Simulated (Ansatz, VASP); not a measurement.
**TiTe2 in VASP and in Ansatz**

The input POSCAR:

```
TiTe2
1.0
    3.8267030682      0.0000000000      0.0000000000
   -1.9133515341      3.3140220698      0.0000000000
    0.0000000000      0.0000000000      6.5835098060
Te Ti
2 1
Direct
    0.3333333333      0.6666666667      0.7372000000
    0.6666666667      0.3333333333      0.2628000000
    0.0000000000      0.0000000000      0.0000000000
```

The input INCAR.step1:

```
PREC = Accurate
ENCUT = 520
ISMEAR = -1
SIGMA = 0.05
LREAL = False
LASPH = True
NELM = 60
NBANDS = 19
GGA = PE
ALGO = Normal
EDIFF = 1E-4
LWAVE = True
LCHARG = False
```

INCAR.step2

```
PREC = Accurate
ENCUT = 520
EDIFF = 1E-6
ISMEAR = -1
SIGMA = 0.05
LREAL = False
LASPH = True
NELM = 60
ALGO = Normal
ISIF = 2
LWAVE = False
LCHARG = False
METAGGA = R2SCAN
LMIXTAU = True
NBANDS = 19
ISTART = 1
```

KPOINTS

```
regular mesh
0
Gamma
  8 8 4
```

Contents of input.yaml:

```yaml
crystal:
  lattice:
    - [3.8267030682, 0.0, 0.0]
    - [-1.9133515341, 3.3140220698, 0.0]
    - [0.0, 0.0, 6.583509806]
  atoms:
    - { symbol: Te, position: [0.3333333333, 0.6666666667, 0.7372] }
    - { symbol: Te, position: [0.6666666667, 0.3333333333, 0.2628] }
    - { symbol: Ti, position: [0.0, 0.0, 0.0] }
hamiltonian:
  xc: r2scan
  pseudopotentials: { kind: paw }
kpoints:
  mp_grid: { grid: [8, 8, 4] }
scf:
  occupations: { method: fermi_dirac, width: 0.05 }
output:
  forces: true
  stress: true
  eigenvalues: true
```

Alike in both runs: task single point; functional r2SCAN; k mesh 8 × 8 × 4; occupations fermi-dirac, width 0.05 eV; no spin polarisation.

|  | VASP | Ansatz |
| --- | --- | --- |
| version | VASP 6.6.1 | Ansatz 0.2.0 |
| potentials or method | VASP PAW PBE potentials, release 64 (Te, Ti_sv) | Ansatz PAW |
| plane-wave cutoff (eV) | 520 | 500 |
| valence electrons in the cell | 24 | 44 |

|  | VASP | Ansatz | Ansatz less VASP |
| --- | --- | --- | --- |
| gap on the k mesh at the Fermi level (eV) | none | none | - |
| pressure (GPa) | -1.5 | -1.6 | -0.09 |
| traceless stress, the component that is largest in VASP (GPa) | -0.60 | -0.58 | +0.020 |
| rms of the force components (eV/Å) | 0.245 | 0.253 | +0.0081 |

VASP's potentials were made for PBE, not for r2SCAN. Atom by atom the forces differ by 0.008 eV/Å (rms over components). A gap of «none» marks a metal or a gap that the smearing closes. The functional is the same, so the differences come from potentials, cutoffs and numerics. VASP's potentials hold 24 valence electrons a cell and Ansatz's 44, so a difference there can come from the potentials and not from the codes.

Spin-orbit coupling is off throughout.
